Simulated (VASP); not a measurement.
A run of VASP 6.6.1 is set up as follows.

INCAR

```
ALGO = Normal
EDIFF = 1E-6
ENCUT = 520
GGA = PS
ISIF = 2
ISMEAR = 0
ISYM = 0
LASPH = True
LCHARG = False
LREAL = False
LWAVE = False
NBANDS = 25
NELM = 60
PREC = Accurate
SIGMA = 0.1
```

KPOINTS

```
k-points
0
Gamma
  9 6 21
```

POSCAR

```
CuO
1.0
    4.1011402755      0.0000000000      0.0000000000
    0.0009541563      6.5278571980      0.0000000000
    2.0505701377     -1.2779238284      1.5930984965
Cu O
2 2
Direct
    0.5000000000      0.0000000000      0.5000000000
    0.5000000000      0.5000000000      0.5000000000
    0.2500398702      0.2500000000      0.4999202596
    0.7499601298      0.7500000000      0.5000797404
```

Potentials or basis: VASP PAW PBE potentials, release 64 (Cu, O).

Command:

```console
$ cat potpaw_PBE.64/Cu/POTCAR potpaw_PBE.64/O/POTCAR > POTCAR
$ mpirun -np 1 vasp_std > vasp.out
```

Q: Predict the band gap on the k mesh.

A: Zero (bands 17 and 18 overlap by 1.16 eV).

Q: Predict the pressure.

A: 0.8 GPa.

Stress tensor (GPa, compression positive):
```
0.58 0.00 0.02
0.00 0.89 0.22
0.02 0.22 0.80
```

Caveat: the PAW data sets were made with another functional, which shifts forces and pressure a little; semilocal functionals often make such compounds metallic where correlation or magnetic order opens a gap, which also shifts bond lengths. With open d or f shells a metallic result of PBEsol can be an artefact of self-interaction; +U or a hybrid may open a gap.
